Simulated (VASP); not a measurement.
Here is a VASP 6.6.1 calculation.

INCAR

```
  PREC = Accurate
  ENCUT = 520
  EDIFF = 1E-7
  ISMEAR = -1
  SIGMA = 0.05
  LREAL = F
  LASPH = T
  NELM = 60
  ALGO = Normal
  ISIF = 2
  LWAVE = F
  LCHARG = F
  GGA = PE
  NBANDS = 11
```

The input KPOINTS:

```
regular mesh
0
Gamma
  16 16 16
```

File POSCAR:

```
SiC
1.0
    0.0000000000      2.1919677570      2.1919677570
    2.1919677570      0.0000000000      2.1919677570
    2.1919677570      2.1919677570      0.0000000000
Si C
1 1
Direct
    0.0000000000      0.0000000000      0.0000000000
    0.7500000000      0.7500000000      0.7500000000
```

Potentials or basis: VASP PAW PBE potentials, release 64 (Si, C).

Launch:

```sh
$ cat potpaw_PBE.64/Si/POTCAR potpaw_PBE.64/C/POTCAR > POTCAR
$ mpirun -np 1 vasp_std > vasp.out
```

Question: Estimate the band gap on the k mesh.

Answer: 1.37 eV, indirect (least direct gap 4.52 eV).

Question: Predict the pressure.

Answer: -0.7 GPa.

 A k mesh can miss the band edges.
